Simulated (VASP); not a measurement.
# MoH4 (P4/mmm) in VASP: a series of runs

MoH4 is run at these levels: PBE; tasks: single point, relaxation of cell and atoms.

Program: VASP 6.6.1. These are calculated values, not measurements. Logs are shortened: lines on timing, memory, paths and dates and some standing lists are left out, and cuts for length are marked.

## Step 1: The cell of the first run

It takes space group P4/mmm (No. 123, tetragonal). The conventional cell has a = 2.789 Å, b = 2.789 Å, c = 5.932 Å, α = 90.00°, β = 90.00°, γ = 90.00°. H (site symmetry 2mm) has 2 Mo at 1.87 Å and 5 H at 1.97 to 2.49 Å within 2.5 Å. Within 2.5 Å of Mo (site symmetry 4/mmm) lie 8 H at 1.87 Å.

## Step 2: Single point, PBE

Input file INCAR:

```
ALGO = Normal
EDIFF = 1E-7
ENCUT = 520
GGA = PE
ISIF = 2
ISMEAR = 0
LASPH = True
LCHARG = False
LREAL = False
LWAVE = False
NBANDS = 17
NELM = 100
PREC = Accurate
SIGMA = 0.1
```

Input file KPOINTS:

```
k-points
0
Gamma
  14 14 6
```

Input file POSCAR:

```
MoH4
1.0
    2.7894517068      0.0000000000      0.0000000000
    0.0000000000      2.7894517068      0.0000000000
    0.0000000000      0.0000000000      5.9324649980
H Mo
4 1
Direct
    0.5000000000      0.0000000000      0.2099822895
    0.0000000000      0.5000000000      0.7900177105
    0.5000000000      0.0000000000      0.7900177105
    0.0000000000      0.5000000000      0.2099822895
    0.0000000000      0.0000000000      0.0000000000
```

Potentials or basis: VASP PAW PBE potentials, release 64 (H, Mo_sv).

Run with:

```
$ cat potpaw_PBE.64/H/POTCAR potpaw_PBE.64/Mo_sv/POTCAR > POTCAR
$ mpirun -np 1 vasp_std > vasp.out
```

OUTCAR:

```text
EDIFF = 1E-7
   ENCUT = 520
   GGA = PE
   ISIF = 2
   ISMEAR = 0
   LASPH = True
   LREAL = False
   NELM = 100
   PREC = Accurate

 ion  position               nearest neighbor table
   1  0.500  0.000  0.210-   5 1.87   5 1.87
   2  0.000  0.500  0.790-   5 1.87   5 1.87
   3  0.500  0.000  0.790-   5 1.87   5 1.87
   4  0.000  0.500  0.210-   5 1.87   5 1.87
   5  0.000  0.000  0.000-   1 1.87   2 1.87   3 1.87   4 1.87   2 1.87   4 1.87   1 1.87   3 1.87

  LATTYP: Found a simple tetragonal cell.
 ALAT       =     2.7894517068
 C/A-ratio  =     2.1267494911

  Lattice vectors:

 A1 = (   2.7894517068,   0.0000000000,   0.0000000000)
 A2 = (   0.0000000000,   2.7894517068,   0.0000000000)
 A3 = (   0.0000000000,   0.0000000000,   5.9324649980)

Analysis of symmetry for initial positions (statically):
=====================================================================
 Subroutine PRICEL returns:
 Original cell was already a primitive cell.

 Routine SETGRP: Setting up the symmetry group for a
 simple tetragonal supercell.

 Subroutine GETGRP returns: Found 16 space group operations
 (whereof 16 operations were pure point group operations)
 out of a pool of 16 trial point group operations.

The static configuration has the point symmetry D_4h.

Analysis of symmetry for dynamics (positions and initial velocities):
=====================================================================
 Subroutine PRICEL returns:
 Original cell was already a primitive cell.

 Routine SETGRP: Setting up the symmetry group for a
 simple tetragonal supercell.

 Subroutine GETGRP returns: Found 16 space group operations
 (whereof 16 operations were pure point group operations)
 out of a pool of 16 trial point group operations.

The dynamic configuration has the point symmetry D_4h.

 Subroutine INISYM returns: Found 16 space group operations
 (whereof 16 operations are pure point group operations),
 and found     1 'primitive' translations

----------------------------------------------------------------------------------------

                                     Primitive cell

  volume of cell :      46.1608

  direct lattice vectors                    reciprocal lattice vectors
     2.789451707  0.000000000  0.000000000     0.358493390  0.000000000  0.000000000
     0.000000000  2.789451707  0.000000000     0.000000000  0.358493390  0.000000000
     0.000000000  0.000000000  5.932464998     0.000000000  0.000000000  0.168563995

  length of vectors
     2.789451707  2.789451707  5.932464998     0.358493390  0.358493390  0.168563995

  position of ions in fractional coordinates (direct lattice)
     0.500000000  0.000000000  0.209982289
     0.000000000  0.500000000  0.790017711
     0.500000000  0.000000000  0.790017711
     0.000000000  0.500000000  0.209982289
     0.000000000  0.000000000  0.000000000

  ion indices of the primitive-cell ions
   primitive index   ion index
                 1           1
                 2           2
                 3           3
                 4           4
                 5           5

----------------------------------------------------------------------------------------

 KPOINTS: k-points

Automatic generation of k-mesh.
 Grid dimensions read from file:
 generate k-points for:   14   14    6

 Generating k-lattice:

  Cartesian coordinates                     Fractional coordinates (reciprocal lattice)
     0.025606671  0.000000000  0.000000000     0.071428571  0.000000000  0.000000000
     0.000000000  0.025606671  0.000000000     0.000000000  0.071428571  0.000000000
     0.000000000  0.000000000  0.028093999     0.000000000  0.000000000  0.166666667

  Length of vectors
     0.025606671  0.025606671  0.028093999

  Shift w.r.t. Gamma in fractional coordinates (k-lattice)
     0.000000000  0.000000000  0.000000000

 Subroutine IBZKPT returns following result:
 ===========================================

 Found    144 irreducible k-points:

 Following reciprocal coordinates:
            Coordinates               Weight
  0.000000  0.000000  0.000000      1.000000
  0.071429  0.000000  0.000000      4.000000
  0.142857  0.000000  0.000000      4.000000
  0.214286  0.000000  0.000000      4.000000
  0.285714  0.000000  0.000000      4.000000
  0.357143  0.000000  0.000000      4.000000
[... 16 lines left out ...]
  0.285714  0.214286  0.000000      8.000000
  0.357143  0.214286  0.000000      8.000000
 [... further k-points ...]
   k-points           NKPTS =    144   k-points in BZ     NKDIM =    144   number of bands    NBANDS=     17
   number of dos      NEDOS =    301   number of ions     NIONS =      5
   total plane-waves  NPLWV =  27648
   dimension x,y,z NGX =    24 NGY =   24 NGZ =   48
   dimension x,y,z NGXF=    48 NGYF=   48 NGZF=   96
   ions per type =               4   1
   NGX,Y,Z   is equivalent  to a cutoff of  14.30, 14.30, 13.45 a.u.
   NGXF,Y,Z  is equivalent  to a cutoff of  28.61, 28.61, 26.90 a.u.
 SYSTEM =  unknown system
   PREC   = accura    normal or accurate (medium, high low for compatibility)
   ISTART =      0    job   : 0-new  1-cont  2-samecut
   ICHARG =      2    charge: 1-file 2-atom 10-const
   ISPIN  =      1    spin polarized calculation?
   LNONCOLLINEAR =      F non collinear calculations
   LSORBIT =      F    spin-orbit coupling
   LASPH  =      T    aspherical Exc in radial PAW
   ENCUT  =  520.0 eV  38.22 Ry    6.18 a.u.   5.19  5.19 11.03*2*pi/ulx,y,z
   NELM   =    100;   NELMIN=  2; NELMDL= -5     # of ELM steps
   EDIFF  = 0.1E-06   stopping-criterion for ELM
   LREAL  =      F    real-space projection
   EDIFFG = 0.1E-05   stopping-criterion for IOM
   NSW    =      0    number of steps for IOM
   IBRION =     -1    ionic relax: 0-MD 1-quasi-New 2-CG
   NFREE  =      0    steps in history (QN), initial steepest desc. (CG)
   ISIF   =      2    stress and relaxation
   ISYM   =      2    0-nonsym 1-usesym 2-fastsym
   POTIM  = 0.5000    time-step for ionic-motion
   TEBEG  =    0.0;   TEEND  =   0.0 temperature during run
   PSTRESS=    0.0 pullay stress
   NELECT =      18.0000    total number of electrons
   NUPDOWN=      -1.0000    fix difference up-down
   EMIN   =  10.00;   EMAX   =-10.00  energy-range for DOS
   EFERMI =   0.00;   METHOD = LEGACY
   ISMEAR =     0;   SIGMA  =   0.10  broadening in eV -4-tet -1-fermi 0-gaus
   EFERMI_NEDOS =   21; number of points for ismear=-14 and -15
   IALGO  =     38    algorithm
   IMIX   =      4    mixing-type and parameters
     AMIX     =   0.40;   BMIX     =  1.00
     AMIX_MAG =   1.60;   BMIX_MAG =  1.00
  volume/ion in A,a.u.               =       9.23        62.30
  Fermi-wavevector in a.u.,A,eV,Ry     =   1.196028  2.260165 19.462905  1.430483
  Thomas-Fermi vector in A             =   2.331979
   LORBIT       =      0    0 simple, 1 ext, 2 COOP (PROOUT), +10 PAW based schemes
   GGA     = PE    functional components
   LHFCALC =     F    Hartree Fock is set to
   AEXX    =    0.0000 exact exchange contribution
   IVDW    =     0    specifies the selected vdW correction
   LEPSILON=     F    determine dielectric tensor
   LRPA    =     F    only Hartree local field effects (RPA)
 non-spin polarized calculation
 Gauss-broadening in eV      SIGMA  =   0.10
  energy-cutoff  :      520.00
  volume of cell :       46.16
 maximum number of plane-waves:      1280
 NGX is ok and might be reduce to    24
   NGX = 11   NGY = 11   NGZ = 23

 number of electron      17.9999998 magnetization

 Free energy of the ion-electron system (eV)
  ---------------------------------------------------
  ext. energy  EPLUGINS =         0.00000000
  ---------------------------------------------------
  free energy    TOTEN  =       -23.20662284 eV

  energy without entropy =      -23.20324527  energy(sigma->0) =      -23.20493405

 E-fermi :   1.9859     XC(G=0):  -8.8587

 val. band max:        1.9676240616   @ k =   0.1429   0.0000   0.0000
 cond. band min:       2.0190399334   @ k =   0.4286   0.2143   0.0000
 fundamental gap:      0.0514158719
 Fermi energy:         1.9859376990

 k-point     1 :       0.0000    0.0000    0.0000
  band No.  band energies     occupation
      1     -59.0563      2.00000
      2     -33.0814      2.00000
      3     -32.7467      2.00000
      4     -32.7467      2.00000
      5      -6.3310      2.00000
      6      -3.1047      2.00000
[... 9 lines left out ...]
     16      15.7987      0.00000
     17      15.7987      0.00000

 k-point     2 :       0.0714    0.0000    0.0000
  band No.  band energies     occupation
      1     -59.0518      2.00000
      2     -33.0755      2.00000
      3     -32.7894      2.00000
      4     -32.7433      2.00000
      5      -6.2169      2.00000
      6      -3.1190      2.00000
[... 9 lines left out ...]
     16      15.6037      0.00000
     17      16.0264      0.00000

 k-point     3 :       0.1429    0.0000    0.0000
  band No.  band energies     occupation
      1     -59.0392      2.00000
      2     -33.0591      2.00000
      3     -32.9080      2.00000
      4     -32.7338      2.00000
      5      -5.8918      2.00000
      6      -3.1723      2.00000
[... 9 lines left out ...]
     16      15.0685      0.00000
     17      16.1326      0.00000

 k-point     4 :       0.2143    0.0000    0.0000
  band No.  band energies     occupation
      1     -59.0210      2.00000
      2     -33.0763      2.00000
      3     -33.0354      2.00000
      4     -32.7201      2.00000
      5      -5.4004      2.00000
      6      -3.2850      2.00000
[... 9 lines left out ...]
     16      15.6494      0.00000
     17      16.1015      0.00000
[... 343 lines left out ...]
      1     -58.9861      2.00000
      2     -33.0531      2.00000
      3     -33.0362      2.00000
      4     -32.9904      2.00000
      5      -4.4248      2.00000
      6      -3.2007      2.00000
[... 9 lines left out ...]
     16      15.0340      0.00000
     17      15.3027      0.00000

 k-point    23 :       0.2857    0.2143    0.0000
  band No.  band energies     occupation
      1     -58.9660      2.00000
      2     -33.2252      2.00000
      3     -33.0261      2.00000
      4     -32.9645      2.00000
      5      -3.7987      2.00000
      6      -3.2355      2.00000
[... 9 lines left out ...]
     16      14.4295      0.00000
     17      14.6575      0.00000

 k-point    24 :       0.3571    0.2143    0.0000
  band No.  band energies     occupation
      1     -58.9478      2.00000
      2     -33.3841      2.00000
      3     -33.0098      2.00000
      4     -32.9410      2.00000
      5      -3.3453      2.00000
      6      -3.1218      2.00000
[... 9 lines left out ...]
     16      14.0337      0.00000
     17      14.0762      0.00000

 [... further k-points ...]

------------------------ aborting loop because EDIFF is reached ----------------------------------------

  FORCE on cell =-STRESS in cart. coord.  units (eV):
  Direction    XX          YY          ZZ          XY          YZ          ZX
  --------------------------------------------------------------------------------------
  -------------------------------------------------------------------------------------
  Total       -0.0034029     -0.0034029     -0.0146214      0.0000000      0.0000000      0.0000000
  in kB       -0.1181105     -0.1181105     -0.5074887      0.0000000      0.0000000      0.0000000
  external PRESSURE =      -0.2479032 kB  Pullay stress =       0.0000000 kB

 VOLUME and BASIS-vectors are now :
 -----------------------------------------------------------------------------
  energy-cutoff  :      520.00
  volume of cell :       46.16
      direct lattice vectors                 reciprocal lattice vectors
     2.789451707  0.000000000  0.000000000     0.358493390  0.000000000  0.000000000
     0.000000000  2.789451707  0.000000000     0.000000000  0.358493390  0.000000000
     0.000000000  0.000000000  5.932464998     0.000000000  0.000000000  0.168563995

 POSITION                                       TOTAL-FORCE (eV/Angst)
 -----------------------------------------------------------------------------------
      1.39473      0.00000      1.24571        -0.000000     -0.000000      0.005227
      0.00000      1.39473      4.68675         0.000000      0.000000     -0.005227
      1.39473      0.00000      4.68675        -0.000000     -0.000000     -0.005227
      0.00000      1.39473      1.24571        -0.000000     -0.000000      0.005227
      0.00000      0.00000      0.00000        -0.000000      0.000000      0.000000
 -----------------------------------------------------------------------------------
    total drift:                                0.000000      0.000000     -0.000000

  FREE ENERGIE OF THE ION-ELECTRON SYSTEM (eV)
  ---------------------------------------------------
  free  energy   TOTEN  =       -23.2066228369 eV

  energy  without entropy=      -23.2032452721  energy(sigma->0) =      -23.20493405
```

Wall time 63 s (1 thread of Intel Xeon 6975P-C (Granite Rapids), shared host); peak memory 0.24 GiB.

Results:

```
Free energy            : -23.2066 eV
Pressure               : 0.0 GPa
Largest force          : 0.005 eV/Å
Band gap on the k mesh : zero (band 9 reaches 3.14 eV, above the bottom of band 10 at 1.64 eV)
```

Forces in eV/Å, atoms in the order of the input:
```
H    0.000  0.000  0.005
H    0.000  0.000 -0.005
H    0.000  0.000 -0.005
H    0.000  0.000  0.005
Mo   0.000  0.000  0.000
```

(Part 1 of 2 ends here.)
